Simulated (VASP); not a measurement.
A run of VASP 6.6.1 is set up as follows.

Contents of INCAR:

```
SYSTEM = Sn
PREC = Accurate
ENCUT = 520
EDIFF = 1E-6
ISMEAR = 0
SIGMA = 0.15
LREAL = .False.
LASPH = .True.
NELM = 80
ALGO = Fast
ISIF = 2
LWAVE = .False.
LCHARG = .False.
GGA = PS
NBANDS = 21
```

Contents of KPOINTS:

```
Automatic mesh
0
Gamma
  14 14 14
  0 0 0
```

Contents of POSCAR:

```
Sn
1.0
    0.0000000000      3.0542265353      3.6650718424
    3.0542265353      0.0000000000      3.6650718424
    3.0542265353      3.0542265353      0.0000000000
Sn
2
Direct
    0.5000000000      0.5000000000      0.5000000000
    0.7500000000      0.7500000000      0.7500000000
```

Potentials or basis: VASP PAW PBE potentials, release 64 (Sn_d).

Command:

```sh
$ cat potpaw_PBE.64/Sn_d/POTCAR > POTCAR
$ mpirun -np 1 vasp_std > vasp.out
```

Question: Predict the band gap on the k mesh.

Answer: Zero (bands 14 and 15 overlap by 0.91 eV).

Question: Predict the pressure.

Answer: 0.8 GPa.

Stress tensor (GPa, compression positive):
```
 2.93  0.00  0.00
 0.00  2.93  0.00
 0.00  0.00 -3.59
```

Caveat: the stress differs along the axes, from -4 to 3 GPa; the PAW data sets were made with another functional, which shifts forces and pressure a little; spin-orbit coupling is left out, which moves the levels of the heavy elements.
